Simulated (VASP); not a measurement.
The system is SiO2.

```
Si O
1.0
     4.18010    0.00000    0.00000
     0.00000    4.18010    0.00000
     0.00000    0.00000    2.66780
Si O
2 4
Direct
  0.00000 0.00000 0.00000
  0.50000 0.50000 0.50000
  0.30670 0.30670 0.00000
  0.19330 0.80670 0.50000
  0.69330 0.69330 0.00000
  0.80670 0.19330 0.50000
```

* Program: VASP 6.6.1
* Task: relaxation of cell and atoms
* Functional: PBE
* Potentials or basis: VASP PAW PBE potentials, release 64 (Si, O)
* Cutoff: 600 eV
* k mesh: 4 × 4 × 6
* Occupations: gaussian, width 0.1 eV
* Spin: no spin polarisation

At the start: pressure 10.6 GPa; volume 7.77 Å³/atom.

Problem. How do energy, volume and symmetry change on relaxing?

Solution. Over 5 steps the energy falls by 8.4 meV/atom and the volume is 8.03 Å³/atom (+3.3 %); space group P4_2/mnm (No. 136, to 0.05 Å).

Step by step:
```csv
step,energy change (eV),largest force (eV/Å),pressure (GPa),volume (Å³)
1,0.0000,0.2438,10.60,46.62
2,0.0415,0.5375,-12.02,50.17
3,-0.0490,0.1205,0.17,48.08
4,-0.0490,0.1139,0.36,48.05
5,-0.0505,0.0046,0.10,48.17
```

Final structure:
```
CELL_PARAMETERS angstrom
4.22680 0.00000 0.00000
0.00000 4.22680 0.00000
0.00000 0.00000 2.69619
ATOMIC_POSITIONS crystal
Si 0.00000 0.00000 0.00000
Si 0.50000 0.50000 0.50000
O 0.30667 0.30667 0.00000
O 0.19333 0.80667 0.50000
O 0.69333 0.69333 0.00000
O 0.80667 0.19333 0.50000
```
